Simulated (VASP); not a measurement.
# Y3Zr2F (R-3m) in VASP: a series of runs

Runs on Y3Zr2F. Level: PBE. Tasks: relaxation of cell and atoms.

Program: VASP 6.6.1. These are calculated values, not measurements. Logs are shortened: lines on timing, memory, paths and dates and some standing lists are left out, and cuts for length are marked.

## 1. The cell of the first run

It takes space group R-3m (No. 166, trigonal). Conventional cell: a = 5.723 Å, b = 5.723 Å, c = 13.808 Å, α = 90.00°, β = 90.00°, γ = 120.00°. Y (site symmetry 2/m) has 2 F at 2.83 Å and 4 Y at 2.86 Å and 6 Zr at 3.27 to 3.37 Å within 3.7 Å. Zr (site symmetry 3m) has 9 Y at 3.27 to 3.37 Å and 3 F at 3.34 Å and 4 Zr at 3.46 to 3.56 Å within 4.3 Å. F (site symmetry -3m) has 6 Y at 2.83 Å and 6 Zr at 3.34 Å within 3.7 Å.

The cell was generated, and may not be a known phase.

## 2. Relaxation of cell and atoms, PBE

INCAR

```
SYSTEM = Y3Zr2F
PREC = Accurate ; ENCUT = 600
EDIFF = 1E-6 ; ISMEAR = 0
SIGMA = 0.1 ; LREAL = .False.
LASPH = .True. ; NELM = 80
ALGO = Normal ; ISIF = 3
LWAVE = .False. ; LCHARG = .False.
GGA = PE ; IBRION = 2
NSW = 90 ; EDIFFG = -0.04
```

KPOINTS

```
regular mesh
0
Gamma
  6 6 6
  0 0 0
```

POSCAR

```
Y3Zr2F
1.0
    2.8614642900      1.6520671800      4.6028265200
   -2.8614642900      1.6520671800      4.6028265200
    0.0000000000     -3.3041343600      4.6028265200
Y Zr F
3 2 1
Direct
    0.0000000000      0.5000000000      0.0000000000
    0.5000000000      0.0000000000      0.0000000000
    0.0000000000      0.0000000000      0.5000000000
    0.6289240100      0.6289240100      0.6289240100
    0.3710759900      0.3710759900      0.3710759900
    0.0000000000      0.0000000000      0.0000000000
```

Potentials or basis: VASP PAW PBE potentials, release 64 (Y_sv, Zr_sv, F).

Started as:

```sh
cat potpaw_PBE.64/Y_sv/POTCAR potpaw_PBE.64/Zr_sv/POTCAR potpaw_PBE.64/F/POTCAR > POTCAR
mpirun -np 1 vasp_std > vasp.out
```

OUTCAR:

```text
SYSTEM = Y3Zr2F
   PREC = Accurate
   ENCUT = 600
   EDIFF = 1E-6
   ISMEAR = 0
   LREAL = .False.
   LASPH = .True.
   NELM = 80
   ISIF = 3
   GGA = PE
   IBRION = 2
   NSW = 90
   EDIFFG = -0.04

 ion  position               nearest neighbor table
   1  0.000  0.500  0.000-   6 2.83   6 2.83   2 2.86   2 2.86   3 2.86   3 2.86   4 3.27   5 3.27
                             4 3.37   5 3.37   4 3.37   5 3.37
   2  0.500  0.000  0.000-   6 2.83   6 2.83   1 2.86   1 2.86   3 2.86   3 2.86   4 3.27   5 3.27
                             5 3.37   4 3.37   5 3.37   4 3.37
   3  0.000  0.000  0.500-   6 2.83   6 2.83   2 2.86   1 2.86   1 2.86   2 2.86   4 3.27   5 3.27
                             4 3.37   5 3.37   4 3.37   5 3.37
   4  0.629  0.629  0.629-   1 3.27   2 3.27   3 3.27   3 3.37   3 3.37   2 3.37   1 3.37   1 3.37
                             2 3.37   5 3.46   5 3.46   5 3.46   5 3.56
   5  0.371  0.371  0.371-   1 3.27   2 3.27   3 3.27   3 3.37   3 3.37   2 3.37   2 3.37   1 3.37
                             1 3.37   4 3.46   4 3.46   4 3.46   4 3.56
   6  0.000  0.000  0.000-   1 2.83   2 2.83   1 2.83   2 2.83   3 2.83   3 2.83

  LATTYP: Found a trigonal (rhomboedric) cell.
 ALAT       =     5.6659788054
 COS(alpha) =     0.4898983066

  Lattice vectors:

 A1 = (   2.8614642900,   1.6520671800,   4.6028265200)
 A2 = (  -2.8614642900,   1.6520671800,   4.6028265200)
 A3 = (   0.0000000000,  -3.3041343600,   4.6028265200)

Analysis of symmetry for initial positions (statically):
=====================================================================
 Subroutine PRICEL returns:
 Original cell was already a primitive cell.

 Routine SETGRP: Setting up the symmetry group for a
 trigonal (rhombohedral) supercell.

 Subroutine GETGRP returns: Found 12 space group operations
 (whereof 12 operations were pure point group operations)
 out of a pool of 12 trial point group operations.

The static configuration has the point symmetry D_3d.

Analysis of symmetry for dynamics (positions and initial velocities):
=====================================================================
 Subroutine PRICEL returns:
 Original cell was already a primitive cell.

 Routine SETGRP: Setting up the symmetry group for a
 trigonal (rhombohedral) supercell.

 Subroutine GETGRP returns: Found 12 space group operations
 (whereof 12 operations were pure point group operations)
 out of a pool of 12 trial point group operations.

The dynamic configuration has the point symmetry D_3d.

 Subroutine INISYM returns: Found 12 space group operations
 (whereof 12 operations are pure point group operations),
 and found     1 'primitive' translations

[... 123 lines left out ...]
  volume/ion in A,a.u.               =      21.76       146.84
  Fermi-wavevector in a.u.,A,eV,Ry     =   1.290835  2.439325 22.670789  1.666256
  Thomas-Fermi vector in A             =   2.422642
   LORBIT       =      0    0 simple, 1 ext, 2 COOP (PROOUT), +10 PAW based schemes
   GGA     = PE    functional components
   LHFCALC =     F    Hartree Fock is set to
   AEXX    =    0.0000 exact exchange contribution
   IVDW    =     0    specifies the selected vdW correction
   LEPSILON=     F    determine dielectric tensor
   LRPA    =     F    only Hartree local field effects (RPA)
 conjugate gradient relaxation of ions
 non-spin polarized calculation
 Gauss-broadening in eV      SIGMA  =   0.10
  energy-cutoff  :      600.00
  volume of cell :      130.55
 maximum number of plane-waves:      4375
 NGX is ok and might be reduce to    48
   NGX = 23   NGY = 23   NGZ = 23

--------------------------------------- Ionic step        1  -------------------------------------------

 number of electron      63.9999999 magnetization

 Free energy of the ion-electron system (eV)
  ---------------------------------------------------
  ext. energy  EPLUGINS =         0.00000000
  ---------------------------------------------------
  free energy    TOTEN  =       -37.19723466 eV

  energy without entropy =      -37.16060372  energy(sigma->0) =      -37.17891919

------------------------ aborting loop because EDIFF is reached ----------------------------------------

  FORCE on cell =-STRESS in cart. coord.  units (eV):
  Direction    XX          YY          ZZ          XY          YZ          ZX
  --------------------------------------------------------------------------------------
  -------------------------------------------------------------------------------------
  Total       12.5263749     12.5263750     -2.7126194      0.0000000      0.0000000      0.0000000
  in kB      153.7248570    153.7248573    -33.2895220      0.0000000      0.0000000      0.0000000
  external PRESSURE =      91.3867308 kB  Pullay stress =       0.0000000 kB
[... 101 lines left out ...]
  FREE ENERGIE OF THE ION-ELECTRON SYSTEM (eV)
  ---------------------------------------------------
  free  energy   TOTEN  =       -39.0769700878 eV

  energy  without entropy=      -39.0281564775  energy(sigma->0) =      -39.05256328

 E-fermi :   4.5521     XC(G=0):  -9.8096

 val. band max:        4.5509449481   @ k =   0.5000   0.3333  -0.0000
 cond. band min:       4.5595291468   @ k =   0.5000   0.5000  -0.0000
 fundamental gap:      0.0085841987
 Fermi energy:         4.5521138069

 k-point     1 :       0.0000    0.0000    0.0000
  band No.  band energies     occupation
      1     -44.0328      2.00000
      2     -43.8255      2.00000
      3     -38.3412      2.00000
      4     -38.2988      2.00000
      5     -38.2988      2.00000
      6     -22.6376      2.00000
[... 973 lines left out ...]
     37       5.7662      0.00000
     38       6.1329      0.00000

 [... further k-points ...]

[... ionic steps 4 to 7 ...]

--------------------------------------- Ionic step        8  -------------------------------------------

 number of electron      64.0000009 magnetization

------------------------ aborting loop because EDIFF is reached ----------------------------------------
[... 75 lines left out ...]
--------------------------------------- Ionic step       10  -------------------------------------------

 number of electron      64.0000009 magnetization

 Free energy of the ion-electron system (eV)
  ---------------------------------------------------
  ext. energy  EPLUGINS =         0.00000000
  ---------------------------------------------------
  free energy    TOTEN  =       -40.98056571 eV

  energy without entropy =      -40.94385070  energy(sigma->0) =      -40.96220821

 E-fermi :   5.1006     XC(G=0): -10.1245

 val. band max:        5.0993383302   @ k =   0.3333   0.3333   0.1667
 cond. band min:       5.1229588432   @ k =   0.3333  -0.0000  -0.0000
 fundamental gap:      0.0236205129
 Fermi energy:         5.1005664359

 k-point     1 :       0.0000    0.0000    0.0000
  band No.  band energies     occupation
      1     -43.3568      2.00000
      2     -43.0237      2.00000
      3     -37.6456      2.00000
      4     -37.5797      2.00000
      5     -37.5797      2.00000
      6     -22.2354      2.00000
[... 1008 lines left out ...]
  FREE ENERGIE OF THE ION-ELECTRON SYSTEM (eV)
  ---------------------------------------------------
  free  energy   TOTEN  =       -40.9805657135 eV

  energy  without entropy=      -40.9438507037  energy(sigma->0) =      -40.96220821

 reached required accuracy - stopping structural energy minimisation
```

Run time: 47 min. Hardware: 1 thread of Oxide Virtual Turin-like, shared host; peak memory 0.43 GiB.

What came out:

```
Free energy                           : -40.9806 eV
Relaxed volume                        : 24.58 Å³/atom
Relaxed cell                          : a = 5.378 Å, b = 5.378 Å, c = 5.378 Å, α = 78.68°, β = 78.68°, γ = 78.68°
Space group after relaxing (to 0.1 Å) : R-3m (No. 166)
Energy gained by relaxing             : 630.6 meV/atom
Ionic steps                           : 10
Pressure after relaxing               : 0.1 GPa
Largest force after relaxing          : 0.009 eV/Å
Band gap on the k mesh                : zero (bands 32 and 33 overlap by 0.55 eV)
```

Forces on the atoms (eV/Å):
```
Y    0.000  0.000  0.000
Y    0.000  0.000  0.000
Y    0.000  0.000  0.000
Zr   0.000  0.000 -0.009
Zr   0.000  0.000  0.009
F    0.000  0.000  0.000
```

Stress tensor (GPa, compression positive):
```
0.12 0.00 0.00
0.00 0.12 0.00
0.00 0.00 0.03
```

Step by step:
| step | energy change (eV) | largest force (eV/Å) | pressure (GPa) | volume (Å³) |
| --- | --- | --- | --- | --- |
| 1 | 0.0000 | 0.4891 | 9.14 | 130.55 |
| 2 | -1.6116 | 1.0812 | -1.53 | 154.73 |
| 3 | -1.8797 | 1.1395 | -5.04 | 167.58 |
| 4 | -3.3674 | 1.1379 | -4.78 | 161.95 |
| 5 | -3.5466 | 0.8860 | -4.27 | 159.56 |
| 6 | -3.5609 | 0.7761 | -4.06 | 158.87 |
| 7 | -3.7394 | 0.0596 | 2.16 | 142.37 |
| 8 | -3.7629 | 0.2825 | 0.40 | 146.31 |
| 9 | -3.7792 | 0.1337 | 0.22 | 146.96 |
| 10 | -3.7833 | 0.0088 | 0.09 | 147.49 |

Final structure:
```
CELL_PARAMETERS angstrom
3.40901 1.96820 3.66372
-3.40901 1.96820 3.66372
0.00000 -3.93639 3.66372
ATOMIC_POSITIONS crystal
Y 0.00000 0.50000 0.00000
Y 0.50000 0.00000 0.00000
Y 0.00000 0.00000 0.50000
Zr 0.61319 0.61319 0.61319
Zr 0.38681 0.38681 0.38681
F 0.00000 0.00000 0.00000
```

## 3. Relaxation of cell and atoms, PBE

This run uses another cell than the first one, of 24.74 Å³/atom.

INCAR

```
SYSTEM = Y3Zr2F
ALGO = Normal
EDIFF = 1E-7
EDIFFG = -0.01
ENCUT = 600
GGA = PE
IBRION = 2
ISIF = 3
ISMEAR = 0
LASPH = .True.
LCHARG = .False.
LREAL = .False.
LWAVE = .False.
NELM = 100
NSW = 100
PREC = Accurate
SIGMA = 0.1
```

KPOINTS

```
k-points
0
Gamma
  6 6 6
  0 0 0
```

POSCAR

```
Y3Zr2F
1.0
    3.4228184233      1.9761651381      3.6573837751
   -3.4228184233      1.9761651381      3.6573837751
    0.0000000000     -3.9523302761      3.6573837751
Y Zr F
3 2 1
Direct
    0.0000000000      0.5000000000      0.0000000000
    0.5000000000      0.0000000000      0.0000000000
    0.0000000000      0.0000000000      0.5000000000
    0.6130185014      0.6130185014      0.6130185014
    0.3869814986      0.3869814986      0.3869814986
    0.0000000000      0.0000000000      0.0000000000
```

Potentials or basis: VASP PAW PBE potentials, release 64 (Y_sv, Zr_sv, F).

Started as:

```sh
cat potpaw_PBE.64/Y_sv/POTCAR potpaw_PBE.64/Zr_sv/POTCAR potpaw_PBE.64/F/POTCAR > POTCAR
mpirun -np 1 vasp_std > vasp.out
```

Run time: 16 min. Hardware: 1 thread of Oxide Virtual Turin-like, shared host; peak memory 0.45 GiB.

The run converged. Its results:

* Free energy: -41.0127 eV
* Relaxed volume: 24.73 Å³/atom
* Relaxed cell: a = 5.385 Å, b = 5.385 Å, c = 5.385 Å, α = 78.89°, β = 78.89°, γ = 78.89°
* Space group after relaxing (to 0.1 Å): R-3m (No. 166)
* Energy gained by relaxing: 0.0 meV/atom
* Ionic steps: 2
* Pressure after relaxing: 0.0 GPa
* Largest force after relaxing: 0.004 eV/Å
* Band gap on the k mesh: zero (bands 32 and 33 overlap by 0.54 eV)

Forces on the atoms (eV/Å):
```
Y    0.000  0.000  0.000
Y    0.000  0.000  0.000
Y    0.000  0.000  0.000
Zr   0.000  0.000  0.004
Zr   0.000  0.000 -0.004
F    0.000  0.000  0.000
```

The path:
```tsv
step	energy change (eV)	largest force (eV/Å)	pressure (GPa)	volume (Å³)
1	0.0000	0.0387	-0.02	148.43
2	-0.0001	0.0039	-0.01	148.36
```

Final structure:
```xyz
6
Lattice="3.4212 1.9752 3.6591 -3.4212 1.9752 3.6591 0.0000 -3.9505 3.6591" Properties=species:S:1:pos:R:3 pbc="T T T"
Y     1.7106    2.9628    5.4887
Y    -1.7106    2.9628    5.4887
Y     0.0000    1.9752    9.1478
Zr    0.0000    0.0000    6.7312
Zr    0.0000    0.0000    4.2462
F     0.0000    3.9505    7.3182
```

Levels at points of the mesh, in eV from the Fermi level:
```
           k point  band 29  band 30  band 31  band 32  band 33  band 34  band 35  band 36
(0.00, 0.00, 0.00)    -0.64    -0.64    -0.42    -0.42     0.41     1.13     1.28     1.28
(0.50, 0.00, 0.00)    -0.84    -0.73    -0.65    -0.06     0.29     0.40     0.42     0.76
(0.50, 0.50, 0.00)    -0.88    -0.70    -0.56    -0.30     0.06     0.22     0.98     1.10
(0.50, 0.50, 0.50)    -1.04    -0.17    -0.17     0.46     0.46     0.59     0.59     1.54
```

The gap in the log of VASP goes by the Fermi energy; the results here count the filled bands.